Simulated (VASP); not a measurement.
Rb2AgBiBr6, 10 atoms in the cell. The structure is cubic, space group Fm-3m (No. 225). The conventional cell has a = 11.145 Å, b = 11.145 Å, c = 11.145 Å, α = 90.00°, β = 90.00°, γ = 90.00°. Rb (site symmetry -43m) has 12 Br at 3.94 Å and 4 Ag at 4.83 Å and 4 Bi at 4.83 Å within 5.2 Å. Ag (site symmetry m-3m) has 6 Br at 2.74 Å within 3.6 Å. Bi (site symmetry m-3m) has 6 Br at 2.83 Å within 3.7 Å. Within 3.6 Å of Br (site symmetry 4mm) lie 1 Ag at 2.74 Å and 1 Bi at 2.83 Å. 

```yaml
Program: VASP 6.6.1
Task: single point
Functional: PBEsol
Potentials_or_basis: VASP PAW PBE potentials, release 64 (Rb_sv, Ag, Bi_d, Br)
Cutoff: 520 eV
k_mesh: 4 × 4 × 4
Occupations: gaussian, width 0.05 eV
Spin: no spin polarisation
Dipole_correction: no
Further_INCAR_settings: ALGO = Normal; EDIFF = 1e-07; NBANDS = 54
```

Potentials or basis: VASP PAW PBE potentials, release 64 (Rb_sv, Ag, Bi_d, Br).

The run is started by

```console
$ cat potpaw_PBE.64/Rb_sv/POTCAR potpaw_PBE.64/Ag/POTCAR potpaw_PBE.64/Bi_d/POTCAR potpaw_PBE.64/Br/POTCAR > POTCAR
$ mpirun -np 1 vasp_std > vasp.out
```

Hardware: 1 thread of Intel Xeon 8259CL (shared host).

Task: How long does it take, and how much memory?

Result: Wall time 7.8 min on 1 thread of Intel Xeon 8259CL, on a shared host, peak memory 0.6 GiB. Counts: scf iterations 15, k points 8.
